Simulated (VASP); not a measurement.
BN, 2 atoms in the cell. Symmetry: R3m, No. 160, trigonal system. Conventional cell: a = 2.655 Å, b = 2.655 Å, c = 6.214 Å, α = 90.00°, β = 90.00°, γ = 120.00°. B (site symmetry 3m) has 4 N at 1.55 to 1.62 Å within 2.1 Å. Within 2.1 Å of N (site symmetry 3m) lie 4 B at 1.55 to 1.62 Å.  This cell differs from its parent crystal: epitaxial 111 strain +4.0%.

- Program: VASP 6.6.1
- Task: single point
- Functional: HSE06
- Potentials or basis: VASP PAW PBE potentials, release 64 (B, N)
- Cutoff: 520 eV
- k mesh: 8 × 8 × 8
- Occupations: gaussian, width 0.01 eV
- Spin: no spin polarisation
- Dipole correction: no
- Grid for exact exchange (PRECFOCK): Normal
- Further INCAR settings: ALGO = Normal; EDIFF = 1e-06; NBANDS = 11
- Share of exact exchange: 0.25
- Screening parameter: 0.2079 1/Å

Potentials or basis: VASP PAW PBE potentials, release 64 (B, N).

The run is started by

```console
$ cat potpaw_PBE.64/B/POTCAR potpaw_PBE.64/N/POTCAR > POTCAR
$ cp INCAR.step1 INCAR
$ mpirun -np 1 vasp_std > vasp.out
$ cp INCAR.step2 INCAR
$ mpirun -np 1 vasp_std > vasp.out
```

Hardware: 1 thread of Intel Xeon 8259CL, on a shared host.

Problem. Estimate the wall time of this run.

Solution. Wall time 33 min on 1 thread of Intel Xeon 8259CL (shared host), peak memory 0.23 GiB. Counts: k points 65.
